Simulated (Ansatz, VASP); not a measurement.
**In2TeC in VASP and in Ansatz**

INCAR

```
PREC = Accurate
ENCUT = 520
EDIFF = 1E-6
ISMEAR = 0
SIGMA = 0.1
LREAL = F
LASPH = T
NELM = 80
ALGO = Normal
ISIF = 2
LWAVE = F
LCHARG = T
GGA = PE
LELF = T
LVHAR = T
NBANDS = 26
```

File KPOINTS:

```
Automatic mesh
0
Gamma
  4 4 2
```

The input POSCAR:

```
In2TeC
1.0
    2.5869543300     -2.9865791100      0.0000000000
    2.5869543300      2.9865791100      0.0000000000
    0.0000000000      0.0000000000      7.8069422800
In Te C
2 1 1
Direct
    0.5000000000      0.5000000000      0.7261575900
    0.5000000000      0.5000000000      0.2738424100
    0.0000000000      0.0000000000      0.5000000000
    0.5000000000      0.5000000000      0.5000000000
```

Input for Ansatz:

```yaml
crystal:
  lattice:
    - [2.58695433, -2.98657911, 0.0]
    - [2.58695433, 2.98657911, 0.0]
    - [0.0, 0.0, 7.80694228]
  atoms:
    - { symbol: In, position: [0.5, 0.5, 0.72615759] }
    - { symbol: In, position: [0.5, 0.5, 0.27384241] }
    - { symbol: Te, position: [0.0, 0.0, 0.5] }
    - { symbol: C, position: [0.5, 0.5, 0.5] }
basis:
  ecutwfc: 420
kpoints:
  mp_grid: { grid: [4, 4, 2] }
hamiltonian:
  xc: pbe
scf:
  occupations: { method: gaussian, width: 0.1 }
  lower_state_search: "off"
output:
  forces: true
  stress: true
  eigenvalues: true
```

Alike in both runs: task single point; functional PBE; k mesh 4 × 4 × 2; occupations gaussian, width 0.1 eV; no spin polarisation.

```csv
,VASP,Ansatz
version,VASP 6.6.1,Ansatz 0.2.0
potentials or method,"VASP PAW PBE potentials, release 64 (In_d, Te, C), cutoff 520 eV","scalar-relativistic, plane waves, PAW"
valence electrons in the cell,36,46
```

```csv
,VASP,Ansatz,Ansatz less VASP
gap on the k mesh at the Fermi level (eV),none,none,-
pressure (GPa),18.7,19.2,+0.46
"traceless stress, the component that is largest in VASP (GPa)",28.43,29.24,+0.809
rms of the force components (eV/Å),4.539,4.648,+0.1083
```

Atom by atom the forces differ by 0.108 eV/Å (rms over components). A gap of «none» marks a metal or a gap that the smearing closes. The functional is the same, so the differences come from potentials, cutoffs and numerics. VASP's potentials hold 36 valence electrons a cell and Ansatz's 46, so a difference there can come from the potentials and not from the codes.

The k mesh is coarse, so the values compare programs but aren't converged. Neither program's run includes spin-orbit coupling.
